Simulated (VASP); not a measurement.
# AlAsPd3 (P4/mmm) in VASP: further runs, part 2 of 4

VASP 6.6.1.

## Step 3: Single point, PBE

This run uses another cell than the first one, of 19.80 Å³/atom.

INCAR

```
  ALGO = Normal
  EDIFF = 1E-6
  ENCUT = 520
  GGA = PE
  ISIF = 2
  ISMEAR = 0
  LASPH = True
  LCHARG = True
  LELF = True
  LREAL = False
  LVHAR = True
  LWAVE = False
  NBANDS = 27
  NELM = 60
  PREC = Accurate
  SIGMA = 0.1
```

KPOINTS

```
k-points
0
Gamma
  4 4 4
```

POSCAR

```
AlAsPd3
1.0
    4.6274196166      0.0000000000      0.0000000000
    0.0000000000      4.6274196166      0.0000000000
    0.0000000000      0.0000000000      4.6227294543
Al As Pd
1 1 3
Direct
    0.5000000000      0.5000000000      0.0000000000
    0.5000000000      0.5000000000      0.5000000000
    0.0000000000      0.0000000000      0.0000000000
    0.5000000000      0.0000000000      0.5000000000
    0.0000000000      0.5000000000      0.5000000000
```

Potentials or basis: VASP PAW PBE potentials, release 64 (Al, As, Pd).

On the command line:

```sh
$ cat potpaw_PBE.64/Al/POTCAR potpaw_PBE.64/As/POTCAR potpaw_PBE.64/Pd/POTCAR > POTCAR
$ mpirun -np 1 vasp_std > vasp.out
```

OUTCAR:

```text
EDIFF = 1E-6
   ENCUT = 520
   GGA = PE
   ISIF = 2
   ISMEAR = 0
   LASPH = True
   LREAL = False
   NELM = 60
   PREC = Accurate

 ion  position               nearest neighbor table
   1  0.500  0.500  0.000-   2 2.31   2 2.31   5 3.27   4 3.27   4 3.27   5 3.27   4 3.27   4 3.27
                             5 3.27   5 3.27   3 3.27   3 3.27   3 3.27   3 3.27
   2  0.500  0.500  0.500-   1 2.31   1 2.31   5 2.31   4 2.31   4 2.31   5 2.31
   3  0.000  0.000  0.000-   4 3.27   5 3.27   4 3.27   5 3.27   5 3.27   5 3.27   4 3.27   4 3.27
                             1 3.27   1 3.27   1 3.27   1 3.27
   4  0.500  0.000  0.500-   2 2.31   2 2.31   3 3.27   1 3.27   3 3.27   1 3.27   1 3.27   1 3.27
                             3 3.27   3 3.27   5 3.27   5 3.27   5 3.27   5 3.27
   5  0.000  0.500  0.500-   2 2.31   2 2.31   3 3.27   1 3.27   3 3.27   3 3.27   3 3.27   1 3.27
                             1 3.27   1 3.27   4 3.27   4 3.27   4 3.27   4 3.27

  LATTYP: Found a simple tetragonal cell.
 ALAT       =     4.6274196166
 C/A-ratio  =     0.9989864411

  Lattice vectors:

 A1 = (   4.6274196166,   0.0000000000,   0.0000000000)
 A2 = (   0.0000000000,   4.6274196166,   0.0000000000)
 A3 = (   0.0000000000,   0.0000000000,   4.6227294543)

Analysis of symmetry for initial positions (statically):
=====================================================================
 Subroutine PRICEL returns:
 Original cell was already a primitive cell.

 Routine SETGRP: Setting up the symmetry group for a
 simple tetragonal supercell.

 Subroutine GETGRP returns: Found 16 space group operations
 (whereof 16 operations were pure point group operations)
 out of a pool of 16 trial point group operations.

The static configuration has the point symmetry D_4h.

Analysis of symmetry for dynamics (positions and initial velocities):
=====================================================================
 Subroutine PRICEL returns:
 Original cell was already a primitive cell.

 Routine SETGRP: Setting up the symmetry group for a
 simple tetragonal supercell.

 Subroutine GETGRP returns: Found 16 space group operations
 (whereof 16 operations were pure point group operations)
 out of a pool of 16 trial point group operations.

The dynamic configuration has the point symmetry D_4h.

 Subroutine INISYM returns: Found 16 space group operations
 (whereof 16 operations are pure point group operations),
 and found     1 'primitive' translations

----------------------------------------------------------------------------------------

                                     Primitive cell

  volume of cell :      98.9866

  direct lattice vectors                    reciprocal lattice vectors
     4.627419617  0.000000000  0.000000000     0.216103160  0.000000000  0.000000000
     0.000000000  4.627419617  0.000000000     0.000000000  0.216103160  0.000000000
     0.000000000  0.000000000  4.622729454     0.000000000  0.000000000  0.216322415

  length of vectors
     4.627419617  4.627419617  4.622729454     0.216103160  0.216103160  0.216322415

  position of ions in fractional coordinates (direct lattice)
     0.500000000  0.500000000  0.000000000
     0.500000000  0.500000000  0.500000000
     0.000000000  0.000000000  0.000000000
     0.500000000  0.000000000  0.500000000
     0.000000000  0.500000000  0.500000000

  ion indices of the primitive-cell ions
   primitive index   ion index
                 1           1
                 2           2
                 3           3
[... 35 lines left out ...]
  0.500000  0.250000  0.000000      4.000000
  0.500000  0.500000  0.000000      1.000000
[... 10 lines left out ...]
  0.500000  0.250000  0.500000      4.000000
  0.500000  0.500000  0.500000      1.000000
   k-points           NKPTS =     18   k-points in BZ     NKDIM =     18   number of bands    NBANDS=     27
   number of dos      NEDOS =    301   number of ions     NIONS =      5
   total plane-waves  NPLWV =  46656
   dimension x,y,z NGX =    36 NGY =   36 NGZ =   36
   dimension x,y,z NGXF=    72 NGYF=   72 NGZF=   72
   ions per type =               1   1   3
   NGX,Y,Z   is equivalent  to a cutoff of  12.93, 12.93, 12.95 a.u.
   NGXF,Y,Z  is equivalent  to a cutoff of  25.87, 25.87, 25.89 a.u.
 SYSTEM =  unknown system
   PREC   = accura    normal or accurate (medium, high low for compatibility)
   ISTART =      0    job   : 0-new  1-cont  2-samecut
   ICHARG =      2    charge: 1-file 2-atom 10-const
   ISPIN  =      1    spin polarized calculation?
   LNONCOLLINEAR =      F non collinear calculations
   LSORBIT =      F    spin-orbit coupling
   LASPH  =      T    aspherical Exc in radial PAW
   ENCUT  =  520.0 eV  38.22 Ry    6.18 a.u.   8.60  8.60  8.60*2*pi/ulx,y,z
   NELM   =     60;   NELMIN=  2; NELMDL= -5     # of ELM steps
   EDIFF  = 0.1E-05   stopping-criterion for ELM
   LREAL  =      F    real-space projection
   EDIFFG = 0.1E-04   stopping-criterion for IOM
   NSW    =      0    number of steps for IOM
   IBRION =     -1    ionic relax: 0-MD 1-quasi-New 2-CG
   NFREE  =      0    steps in history (QN), initial steepest desc. (CG)
   ISIF   =      2    stress and relaxation
   ISYM   =      2    0-nonsym 1-usesym 2-fastsym
   POTIM  = 0.5000    time-step for ionic-motion
   TEBEG  =    0.0;   TEEND  =   0.0 temperature during run
   PSTRESS=    0.0 pullay stress
   NELECT =      38.0000    total number of electrons
   NUPDOWN=      -1.0000    fix difference up-down
   EMIN   =  10.00;   EMAX   =-10.00  energy-range for DOS
   EFERMI =   0.00;   METHOD = LEGACY
   ISMEAR =     0;   SIGMA  =   0.10  broadening in eV -4-tet -1-fermi 0-gaus
   EFERMI_NEDOS =   21; number of points for ismear=-14 and -15
   IALGO  =     38    algorithm
   IMIX   =      4    mixing-type and parameters
     AMIX     =   0.40;   BMIX     =  1.00
     AMIX_MAG =   1.60;   BMIX_MAG =  1.00
  volume/ion in A,a.u.               =      19.80       133.60
  Fermi-wavevector in a.u.,A,eV,Ry     =   1.189809  2.248413 19.261029  1.415646
  Thomas-Fermi vector in A             =   2.325908
   LORBIT       =      0    0 simple, 1 ext, 2 COOP (PROOUT), +10 PAW based schemes
   GGA     = PE    functional components
   LHFCALC =     F    Hartree Fock is set to
   AEXX    =    0.0000 exact exchange contribution
   IVDW    =     0    specifies the selected vdW correction
   LEPSILON=     F    determine dielectric tensor
   LRPA    =     F    only Hartree local field effects (RPA)
 non-spin polarized calculation
 Gauss-broadening in eV      SIGMA  =   0.10
  energy-cutoff  :      520.00
  volume of cell :       98.99
 maximum number of plane-waves:      2680
 NGX is ok and might be reduce to    36
   NGX = 17   NGY = 17   NGZ = 17

 number of electron      38.0000003 magnetization

 Free energy of the ion-electron system (eV)
  ---------------------------------------------------
  ext. energy  EPLUGINS =         0.00000000
  ---------------------------------------------------
  free energy    TOTEN  =       -22.53457529 eV

  energy without entropy =      -22.52666838  energy(sigma->0) =      -22.53062183

 E-fermi :   6.0362     XC(G=0): -10.6670

 val. band max:        5.9834068120   @ k =   0.5000   0.0000   0.5000
 cond. band min:       6.0659490985   @ k =   0.5000   0.5000   0.0000
 fundamental gap:      0.0825422864
 Fermi energy:         6.0361711214

 k-point     1 :       0.0000    0.0000    0.0000
  band No.  band energies     occupation
      1      -7.2407      2.00000
      2       0.9814      2.00000
      3       1.2898      2.00000
      4       2.3530      2.00000
      5       2.7478      2.00000
      6       2.8925      2.00000
[... 529 lines left out ...]
     26      15.6417      0.00000
     27      15.7976      0.00000

------------------------ aborting loop because EDIFF is reached ----------------------------------------

  FORCE on cell =-STRESS in cart. coord.  units (eV):
  Direction    XX          YY          ZZ          XY          YZ          ZX
  --------------------------------------------------------------------------------------
  -------------------------------------------------------------------------------------
  Total        0.1631653      0.1631653      0.1140459      0.0000000      0.0000000      0.0000000
  in kB        2.6409622      2.6409622      1.8459241      0.0000000      0.0000000      0.0000000
  external PRESSURE =       2.3759495 kB  Pullay stress =       0.0000000 kB

 VOLUME and BASIS-vectors are now :
 -----------------------------------------------------------------------------
  energy-cutoff  :      520.00
  volume of cell :       98.99
      direct lattice vectors                 reciprocal lattice vectors
     4.627419617  0.000000000  0.000000000     0.216103160  0.000000000  0.000000000
     0.000000000  4.627419617  0.000000000     0.000000000  0.216103160  0.000000000
     0.000000000  0.000000000  4.622729454     0.000000000  0.000000000  0.216322415

 POSITION                                       TOTAL-FORCE (eV/Angst)
 -----------------------------------------------------------------------------------
      2.31371      2.31371      0.00000         0.000000      0.000000      0.000000
      2.31371      2.31371      2.31136         0.000000      0.000000      0.000000
      0.00000      0.00000      0.00000         0.000000      0.000000      0.000000
      2.31371      0.00000      2.31136         0.000000      0.000000      0.000000
      0.00000      2.31371      2.31136         0.000000      0.000000      0.000000
 -----------------------------------------------------------------------------------
    total drift:                                0.000000     -0.000000      0.000000

  FREE ENERGIE OF THE ION-ELECTRON SYSTEM (eV)
  ---------------------------------------------------
  free  energy   TOTEN  =       -22.5345752865 eV

  energy  without entropy=      -22.5266683770  energy(sigma->0) =      -22.53062183
```

stdout:

```text
POSCAR found type information on POSCAR AlAsPd
 POSCAR found :  3 types and       5 ions
 scaLAPACK will be used
 LDA part: xc-table for (Slater+PW92), standard interpolation
 POSCAR, INCAR and KPOINTS ok, starting setup
 FFT: planning ... GRIDC
 FFT: planning ... GRID_SOFT
 FFT: planning ... GRID
 WAVECAR not read
 entering main loop
```

Run time: 44 s. Hardware: 1 thread of Intel Xeon Platinum 8259CL at 2.50GHz (Skylake/Cascade Lake), shared host; peak memory 0.22 GiB.

What came out:

```yaml
Free_energy: -22.5346 eV
Pressure: 0.2 GPa
Band_gap_on_the_k_mesh: zero (bands 19 and 20 overlap by 0.63 eV)
```

(Part 2 of 4 ends here.)
